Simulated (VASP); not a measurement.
Here is a VASP 6.6.1 calculation.

File INCAR:

```
  PREC = Accurate
  ENCUT = 520
  EDIFF = 1E-6
  ISMEAR = 0
  SIGMA = 0.1
  LREAL = F
  LASPH = T
  NELM = 100
  ALGO = Normal
  ISIF = 2
  LWAVE = F
  LCHARG = F
  GGA = PE
  NBANDS = 38
```

The input KPOINTS:

```
regular mesh
0
Gamma
  4 4 4
```

Contents of POSCAR:

```
Sn4P
1.0
   -3.6002666300      3.6002666300      2.2445527600
    3.6002666300     -3.6002666300      2.2445527600
    3.6002666300      3.6002666300     -2.2445527600
Sn P
4 1
Direct
    0.6000000200      0.2000000000      0.8000000100
    0.8000000000      0.6000000200      0.4000000200
    0.3999999800      0.8000000000      0.1999999900
    0.2000000000      0.3999999800      0.5999999800
    0.0000000000      0.0000000000      0.0000000000
```

Potentials or basis: VASP PAW PBE potentials, release 64 (Sn_d, P).

The run is started by

```sh
$ cat potpaw_PBE.64/Sn_d/POTCAR potpaw_PBE.64/P/POTCAR > POTCAR
$ mpirun -np 1 vasp_std > vasp.out
```

Question: Predict the pressure.

Answer: 5.8 GPa.

Question: What does it give for the largest force?

Answer: 0.439 eV/Å.

Forces on the atoms (eV/Å):
```
Sn   0.438  0.012  0.000
Sn   0.012 -0.438  0.000
Sn  -0.438 -0.012  0.000
Sn  -0.012  0.438  0.000
P    0.000  0.000  0.000
```

Caveat: the k points lie up to 0.41 Å⁻¹ apart.
